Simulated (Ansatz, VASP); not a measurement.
## CaO: VASP beside Ansatz

POSCAR

```
CaO
1.0
    4.0206463811      0.0000000000      0.0000000000
   -2.0103231906      3.4819819057      0.0000000000
    0.0000000000      0.0000000000      4.7475356018
Ca O
2 2
Direct
    0.3333333333      0.6666666667     -0.0625000000
    0.6666666667      0.3333333333      0.4375000000
    0.3333333333      0.6666666667      0.4375000000
    0.6666666667      0.3333333333      0.9375000000
```

The input INCAR.step1:

```
  PREC = Accurate
  ENCUT = 520
  ISMEAR = 0
  SIGMA = 0.01
  LREAL = F
  LASPH = T
  NELM = 60
  NBANDS = 24
  GGA = PE
  ALGO = Normal
  EDIFF = 1E-4
  LWAVE = T
  LCHARG = F
```

INCAR.step2

```
  PREC = Accurate
  ENCUT = 520
  EDIFF = 1E-6
  ISMEAR = 0
  SIGMA = 0.01
  LREAL = F
  LASPH = T
  NELM = 60
  ALGO = Normal
  ISIF = 2
  LWAVE = F
  LCHARG = F
  METAGGA = R2SCAN
  LMIXTAU = T
  NBANDS = 24
  ISTART = 1
```

Contents of KPOINTS:

```
regular mesh
0
Gamma
  12 12 6
```

Input for Ansatz:

```yaml
crystal:
  lattice:
    - [4.0206463811, 0.0, 0.0]
    - [-2.0103231906, 3.4819819057, 0.0]
    - [0.0, 0.0, 4.7475356018]
  atoms:
    - { symbol: Ca, position: [0.3333333333, 0.6666666667, -0.0625] }
    - { symbol: Ca, position: [0.6666666667, 0.3333333333, 0.4375] }
    - { symbol: O, position: [0.3333333333, 0.6666666667, 0.4375] }
    - { symbol: O, position: [0.6666666667, 0.3333333333, 0.9375] }
kpoints:
  mp_grid: { grid: [12, 12, 6] }
  band_path:
    path:
      - [0.0, 0.0, 0.0]
      - [0.5, 0.0, 0.0]
      - [0.3333333333, 0.3333333333, 0.0]
      - [0.0, 0.0, 0.5]
      - [0.5, 0.0, 0.5]
      - [0.3333333333, 0.3333333333, 0.5]
    npoints: 1
hamiltonian:
  xc: r2scan
scf:
  occupations: { method: fixed }
  n_extra_bands: 5
output:
  forces: true
  stress: true
  eigenvalues: true
```

Change from the starting cell: epitaxial_xy strain +1.0%.

Alike in both runs: task single point; functional r2SCAN; k mesh 12 × 12 × 6; no spin polarisation.

|  | VASP | Ansatz |
| --- | --- | --- |
| version | VASP 6.6.1 | Ansatz 0.2.0 |
| potentials or method | VASP PAW PBE potentials, release 64 (Ca_sv, O) | plane waves, PAW |
| plane-wave cutoff (eV) | 520 | 500 |
| occupations | gaussian, width 0.01 eV | fixed |
| valence electrons in the cell | 32 | 32 |

Ansatz gave:

- gap on the k mesh at the Fermi level (eV): 3.53
- pressure (GPa): -1.2
- traceless stress, the component that is largest in VASP (GPa): 1.22

Problem. Estimate VASP's values.

Solution. gap on the k mesh at the Fermi level (eV): 3.51; pressure (GPa): -0.3; traceless stress, the component that is largest in VASP (GPa): 1.27.

VASP's potentials were made for PBE, not for r2SCAN.
